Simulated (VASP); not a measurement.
# Mo3WSe8 (Pmm2) in VASP: single point with LDA

Aim: the single point of Mo3WSe8 with LDA.

Everything below comes from runs of VASP 6.6.1. Logs are shortened: lines on timing, memory, paths and dates and some standing lists are left out, and cuts for length are marked.

## Step 1: The cell of the first run

Symmetry: Pmm2, No. 25, orthorhombic system. The conventional cell has a = 3.326 Å, b = 13.557 Å, c = 5.760 Å, α = 90.00°, β = 90.00°, γ = 90.00°. W (site symmetry mm2) has 6 Se at 2.54 Å and 4 Mo at 3.33 Å and 2 W at 3.33 Å within 3.4 Å. Mo (site symmetry mm2) has 6 Se at 2.54 Å and 4 W at 3.33 Å and 2 Mo at 3.33 Å within 3.4 Å. Within 3.4 Å of Mo (site symmetry mm2) lie 6 Se at 2.54 Å and 6 Mo at 3.33 Å. Within 3.4 Å of Mo (site symmetry mm2) lie 6 Se at 2.54 Å and 6 Mo at 3.33 Å. Within 3.4 Å of Se (site symmetry m) lie 2 Mo at 2.54 Å and 1 W at 2.54 Å and 7 Se at 3.31 to 3.33 Å. Within 3.4 Å of Se (site symmetry m) lie 2 W at 2.54 Å and 1 Mo at 2.54 Å and 7 Se at 3.31 to 3.33 Å. Within 3.4 Å of Se (site symmetry m) lie 3 Mo at 2.54 Å and 7 Se at 3.31 to 3.33 Å. Se (site symmetry m) has 3 Mo at 2.54 Å and 7 Se at 3.31 to 3.33 Å within 3.4 Å.

## Step 2: Single point, LDA

INCAR

```
  ALGO = Normal
  EDIFF = 1E-6
  ENCUT = 500
  GGA_COMPAT = False
  ISIF = 2
  ISMEAR = 0
  LASPH = True
  LCHARG = True
  LELF = True
  LREAL = False
  LVHAR = True
  LWAVE = False
  NBANDS = 64
  NELM = 120
  PREC = Accurate
  SIGMA = 0.1
```

KPOINTS

```
k-points
0
Gamma
  6 4 2
```

POSCAR

```
Mo3WSe8
1.0
    1.6629111000      2.8802465100      0.0000000000
    4.9887332900     -2.8802465100      0.0000000000
    0.0000000000      0.0000000000    -13.5574768100
W Mo Se
1 3 8
Direct
    0.0000000000      0.6666666700      0.2500000000
    0.5000000000      0.1666666700      0.2500000000
    0.0000000000      0.3333333300      0.7500000000
    0.5000000000      0.8333333300      0.7500000000
    0.0000000000      0.3333333300      0.1277776800
    0.5000000000      0.8333333300      0.1277776800
    0.0000000000      0.6666666700      0.6277776800
    0.5000000000      0.1666666700      0.6277776800
    0.0000000000      0.3333333300      0.3722223200
    0.5000000000      0.8333333300      0.3722223200
    0.0000000000      0.6666666700      0.8722223200
    0.5000000000      0.1666666700      0.8722223200
```

Potentials or basis: VASP PAW LDA potentials, release 64 (W_sv, Mo_sv, Se).

Started as:

```bash
> cat potpaw_LDA.64/W_sv/POTCAR potpaw_LDA.64/Mo_sv/POTCAR potpaw_LDA.64/Se/POTCAR > POTCAR
> mpirun -np 1 vasp_std > vasp.out
```

OUTCAR:

```text
EDIFF = 1E-6
   ENCUT = 500
   ISIF = 2
   ISMEAR = 0
   LASPH = True
   LREAL = False
   NELM = 120
   PREC = Accurate

 ion  position               nearest neighbor table
   1  0.000  0.667  0.250-   6 2.54  10 2.54   6 2.54  10 2.54   9 2.54   5 2.54   2 3.33   2 3.33
                             2 3.33   2 3.33
   2  0.500  0.167  0.250-   5 2.54   9 2.54   5 2.54   9 2.54   6 2.54  10 2.54   1 3.33   1 3.33
                             1 3.33   1 3.33
   3  0.000  0.333  0.750-   8 2.54  12 2.54   8 2.54  12 2.54  11 2.54   7 2.54   4 3.33   4 3.33
                             4 3.33   4 3.33
   4  0.500  0.833  0.750-   7 2.54  11 2.54   7 2.54  11 2.54   8 2.54  12 2.54   3 3.33   3 3.33
                             3 3.33   3 3.33
   5  0.000  0.333  0.128-   2 2.54   2 2.54   1 2.54
   6  0.500  0.833  0.128-   1 2.54   1 2.54   2 2.54
   7  0.000  0.667  0.628-   4 2.54   4 2.54   3 2.54
   8  0.500  0.167  0.628-   3 2.54   3 2.54   4 2.54
   9  0.000  0.333  0.372-   2 2.54   2 2.54   1 2.54
  10  0.500  0.833  0.372-   1 2.54   1 2.54   2 2.54
  11  0.000  0.667  0.872-   4 2.54   4 2.54   3 2.54
  12  0.500  0.167  0.872-   3 2.54   3 2.54   4 2.54

  LATTYP: Found a simple orthorhombic cell.
 ALAT       =     3.3258221968
 B/A-ratio  =     1.7320508061
 C/A-ratio  =     4.0764286266

  Lattice vectors:

 A1 = (   1.6629111000,   2.8802465100,   0.0000000000)
 A2 = (   4.9887332900,  -2.8802465100,   0.0000000000)
 A3 = (   0.0000000000,   0.0000000000, -13.5574768100)

Analysis of symmetry for initial positions (statically):
=====================================================================
 Subroutine PRICEL returns:
 Original cell was already a primitive cell.

 Routine SETGRP: Setting up the symmetry group for a
 simple orthorhombic supercell.

 Subroutine GETGRP returns: Found  4 space group operations
 (whereof  2 operations were pure point group operations)
 out of a pool of  8 trial point group operations.

The static configuration has the point symmetry C_1h.
 The point group associated with its full space group is C_2v.

Analysis of symmetry for dynamics (positions and initial velocities):
=====================================================================
 Subroutine PRICEL returns:
 Original cell was already a primitive cell.

 Routine SETGRP: Setting up the symmetry group for a
 simple orthorhombic supercell.

 Subroutine GETGRP returns: Found  4 space group operations
 (whereof  2 operations were pure point group operations)
 out of a pool of  8 trial point group operations.

The dynamic configuration has the point symmetry C_1h.
 The point group associated with its full space group is C_2v.

 Subroutine INISYM returns: Found  4 space group operations
 (whereof  2 operations are pure point group operations),
 and found     1 'primitive' translations

----------------------------------------------------------------------------------------

                                     Primitive cell

  volume of cell :     259.7392

  direct lattice vectors                    reciprocal lattice vectors
     1.662911100  2.880246510  0.000000000     0.150338765  0.260394378  0.000000000
     4.988733290 -2.880246510  0.000000000     0.150338765 -0.086798126  0.000000000
     0.000000000  0.000000000-13.557476810     0.000000000  0.000000000 -0.073760038

  length of vectors
     3.325822197  5.760493017 13.557476810     0.300677529  0.173596252  0.073760038

  position of ions in fractional coordinates (direct lattice)
     0.000000000  0.666666670  0.250000000
     0.500000000  0.166666670  0.250000000
     0.000000000  0.333333330  0.750000000
     0.500000000  0.833333330  0.750000000
     0.000000000  0.333333330  0.127777680
     0.500000000  0.833333330  0.127777680
     0.000000000  0.666666670  0.627777680
     0.500000000  0.166666670  0.627777680
     0.000000000  0.333333330  0.372222320
     0.500000000  0.833333330  0.372222320
     0.000000000  0.666666670  0.872222320
     0.500000000  0.166666670  0.872222320

  ion indices of the primitive-cell ions
   primitive index   ion index
                 1           1
                 2           2
                 3           3
                 4           4
                 5           5
                 6           6
                 7           7
                 8           8
                 9           9
                10          10
                11          11
                12          12

----------------------------------------------------------------------------------------

 KPOINTS: k-points

Automatic generation of k-mesh.
 Grid dimensions read from file:
 generate k-points for:    6    4    2

 Generating k-lattice:

  Cartesian coordinates                     Fractional coordinates (reciprocal lattice)
     0.025056461  0.043399063  0.000000000     0.166666667  0.000000000  0.000000000
     0.037584691 -0.021699532  0.000000000     0.000000000  0.250000000  0.000000000
     0.000000000  0.000000000 -0.036880019     0.000000000  0.000000000  0.500000000

  Length of vectors
     0.050112921  0.043399063  0.036880019

  Shift w.r.t. Gamma in fractional coordinates (k-lattice)
     0.000000000  0.000000000  0.000000000

 Subroutine IBZKPT returns following result:
 ===========================================

 Found     24 irreducible k-points:

 Following reciprocal coordinates:
            Coordinates               Weight
  0.000000  0.000000  0.000000      1.000000
  0.166667  0.000000  0.000000      2.000000
  0.333333  0.000000  0.000000      2.000000
  0.500000  0.000000  0.000000      1.000000
  0.000000  0.250000  0.000000      2.000000
  0.166667  0.250000  0.000000      4.000000
[... 16 lines left out ...]
  0.333333  0.500000  0.500000      2.000000
  0.500000  0.500000  0.500000      1.000000
   k-points           NKPTS =     24   k-points in BZ     NKDIM =     24   number of bands    NBANDS=     64
   number of dos      NEDOS =    301   number of ions     NIONS =     12
   total plane-waves  NPLWV = 100800
   dimension x,y,z NGX =    24 NGY =   42 NGZ =  100
   dimension x,y,z NGXF=    48 NGYF=   84 NGZF=  200
   ions per type =               1   3   8
   NGX,Y,Z   is equivalent  to a cutoff of  12.00, 12.12, 12.26 a.u.
   NGXF,Y,Z  is equivalent  to a cutoff of  23.99, 24.24, 24.52 a.u.
 SYSTEM =  unknown system
   PREC   = accura    normal or accurate (medium, high low for compatibility)
   ISTART =      0    job   : 0-new  1-cont  2-samecut
   ICHARG =      2    charge: 1-file 2-atom 10-const
   ISPIN  =      1    spin polarized calculation?
   LNONCOLLINEAR =      F non collinear calculations
   LSORBIT =      F    spin-orbit coupling
   LASPH  =      T    aspherical Exc in radial PAW
   ENCUT  =  500.0 eV  36.75 Ry    6.06 a.u.   6.06 10.50 24.72*2*pi/ulx,y,z
   NELM   =    120;   NELMIN=  2; NELMDL= -5     # of ELM steps
   EDIFF  = 0.1E-05   stopping-criterion for ELM
   LREAL  =      F    real-space projection
   EDIFFG = 0.1E-04   stopping-criterion for IOM
   NSW    =      0    number of steps for IOM
   IBRION =     -1    ionic relax: 0-MD 1-quasi-New 2-CG
   NFREE  =      0    steps in history (QN), initial steepest desc. (CG)
   ISIF   =      2    stress and relaxation
   ISYM   =      2    0-nonsym 1-usesym 2-fastsym
   POTIM  = 0.5000    time-step for ionic-motion
   TEBEG  =    0.0;   TEEND  =   0.0 temperature during run
   PSTRESS=    0.0 pullay stress
   NELECT =     104.0000    total number of electrons
   NUPDOWN=      -1.0000    fix difference up-down
   EMIN   =  10.00;   EMAX   =-10.00  energy-range for DOS
   EFERMI =   0.00;   METHOD = LEGACY
   ISMEAR =     0;   SIGMA  =   0.10  broadening in eV -4-tet -1-fermi 0-gaus
   EFERMI_NEDOS =   21; number of points for ismear=-14 and -15
   IALGO  =     38    algorithm
   IMIX   =      4    mixing-type and parameters
     AMIX     =   0.40;   BMIX     =  1.00
     AMIX_MAG =   1.60;   BMIX_MAG =  1.00
  volume/ion in A,a.u.               =      21.64       146.07
  Fermi-wavevector in a.u.,A,eV,Ry     =   1.206628  2.280196 19.809420  1.455951
  Thomas-Fermi vector in A             =   2.342290
   LORBIT       =      0    0 simple, 1 ext, 2 COOP (PROOUT), +10 PAW based schemes
   GGA     = CA    functional components
   LHFCALC =     F    Hartree Fock is set to
   AEXX    =    0.0000 exact exchange contribution
   IVDW    =     0    specifies the selected vdW correction
   LEPSILON=     F    determine dielectric tensor
   LRPA    =     F    only Hartree local field effects (RPA)
 non-spin polarized calculation
 Gauss-broadening in eV      SIGMA  =   0.10
  energy-cutoff  :      500.00
  volume of cell :      259.74
 maximum number of plane-waves:      6644
   NGX = 13   NGY = 21   NGZ = 49

 number of electron     104.0000013 magnetization

 Free energy of the ion-electron system (eV)
  ---------------------------------------------------
  ext. energy  EPLUGINS =         0.00000000
  ---------------------------------------------------
  free energy    TOTEN  =       -91.85222924 eV

  energy without entropy =      -91.85222924  energy(sigma->0) =      -91.85222924

 E-fermi :   5.9519     XC(G=0): -10.5458

 val. band max:        5.5091001208   @ k =   0.0000   0.0000   0.0000
 cond. band min:       6.5067945139   @ k =   0.1667   0.5000   0.0000
 fundamental gap:      0.9976943931
 Fermi energy:         5.9519451254

 k-point     1 :       0.0000    0.0000    0.0000
  band No.  band energies     occupation
      1     -68.3047      2.00000
      2     -55.3016      2.00000
      3     -55.2800      2.00000
      4     -55.2285      2.00000
      5     -32.7975      2.00000
      6     -32.7735      2.00000
[... 56 lines left out ...]
     63       8.3787      0.00000
     64       8.4021      0.00000

 k-point     2 :       0.1667    0.0000    0.0000
  band No.  band energies     occupation
      1     -68.3036      2.00000
      2     -55.2975      2.00000
      3     -55.2787      2.00000
      4     -55.2258      2.00000
      5     -32.7933      2.00000
      6     -32.7684      2.00000
[... 1530 lines left out ...]
     63       8.6837      0.00000
     64       8.8319      0.00000

------------------------ aborting loop because EDIFF is reached ----------------------------------------

  FORCE on cell =-STRESS in cart. coord.  units (eV):
  Direction    XX          YY          ZZ          XY          YZ          ZX
  --------------------------------------------------------------------------------------
  -------------------------------------------------------------------------------------
  Total       -9.3750805     -9.3555782     -6.4650142      0.0168895      0.0000000     -0.0000000
  in kB      -57.8293135    -57.7090150    -39.8788394      0.1041816      0.0000000     -0.0000000
  external PRESSURE =     -51.8057226 kB  Pullay stress =       0.0000000 kB

 VOLUME and BASIS-vectors are now :
 -----------------------------------------------------------------------------
  energy-cutoff  :      500.00
  volume of cell :      259.74
      direct lattice vectors                 reciprocal lattice vectors
     1.662911100  2.880246510  0.000000000     0.150338765  0.260394378  0.000000000
     4.988733290 -2.880246510  0.000000000     0.150338765 -0.086798126  0.000000000
     0.000000000  0.000000000-13.557476810     0.000000000  0.000000000 -0.073760038

 POSITION                                       TOTAL-FORCE (eV/Angst)
 -----------------------------------------------------------------------------------
      3.32582     -1.92016     -3.38937        -0.094568      0.054599      0.000000
      1.66291      0.96008     -3.38937         0.083640     -0.048290      0.000000
      1.66291     -0.96008    -10.16811        -0.001559      0.000900      0.000000
      4.98873     -0.96008    -10.16811         0.000609     -0.000351      0.000000
      1.66291     -0.96008     -1.73234         0.002618     -0.001512     -0.282405
      4.98873     -0.96008     -1.73234         0.002759     -0.001593     -0.231187
      3.32582     -1.92016     -8.51108        -0.000540      0.000312     -0.320689
      1.66291      0.96008     -8.51108         0.001102     -0.000636     -0.321852
      1.66291     -0.96008     -5.04640         0.002618     -0.001512      0.282405
      4.98873     -0.96008     -5.04640         0.002759     -0.001593      0.231187
      3.32582     -1.92016    -11.82513        -0.000540      0.000312      0.320689
      1.66291      0.96008    -11.82513         0.001102     -0.000636      0.321852
 -----------------------------------------------------------------------------------
    total drift:                               -0.000003      0.000002     -0.000000

  FREE ENERGIE OF THE ION-ELECTRON SYSTEM (eV)
  ---------------------------------------------------
  free  energy   TOTEN  =       -91.8522292364 eV

  energy  without entropy=      -91.8522292364  energy(sigma->0) =      -91.85222924
```

Run time: 4.4 min. Hardware: 1 thread of Intel Xeon 6975P-C (Granite Rapids), shared host; peak memory 0.45 GiB.

What came out:

```yaml
Free_energy: -91.8522 eV
Pressure: -5.2 GPa
Largest_force: 0.322 eV/Å
Band_gap_on_the_k_mesh: 1.00 eV (least direct gap 1.24 eV)
```

Forces in eV/Å, atoms in the order of the input:
```
W   -0.095  0.055  0.000
Mo   0.084 -0.048  0.000
Mo  -0.002  0.001  0.000
Mo   0.001  0.000  0.000
Se   0.003 -0.002 -0.282
Se   0.003 -0.002 -0.231
Se  -0.001  0.000 -0.321
Se   0.001 -0.001 -0.322
Se   0.003 -0.002  0.282
Se   0.003 -0.002  0.231
Se  -0.001  0.000  0.321
Se   0.001 -0.001  0.322
```

Levels at points of the mesh, in eV from the valence-band top:
```tsv
k point	band 49	band 50	band 51	band 52	band 53	band 54	band 55	band 56
(0.00, 0.00, 0.00)	-1.01	-0.99	-0.87	0.00	1.50	1.78	1.89	2.24
(0.50, 0.00, 0.00)	-0.80	-0.80	-0.72	-0.70	1.29	1.35	1.70	1.83
(0.00, 0.50, 0.00)	-1.15	-1.13	-1.05	-1.02	1.24	1.31	1.83	1.88
(0.50, 0.50, 0.00)	-1.01	-1.01	-0.98	-0.97	1.50	1.50	1.63	1.87
(0.00, 0.00, 0.50)	-1.04	-1.02	-0.23	-0.17	1.50	1.78	1.93	2.21
(0.50, 0.00, 0.50)	-0.78	-0.78	-0.74	-0.72	1.46	1.47	1.53	1.71
(0.00, 0.50, 0.50)	-1.06	-1.06	-1.06	-1.01	1.50	1.55	1.55	1.69
(0.50, 0.50, 0.50)	-1.04	-1.02	-1.02	-0.99	1.50	1.50	1.63	1.89
```

Caveat: the cell stands under tension; spin-orbit coupling is left out, which moves the levels of the heavy elements.
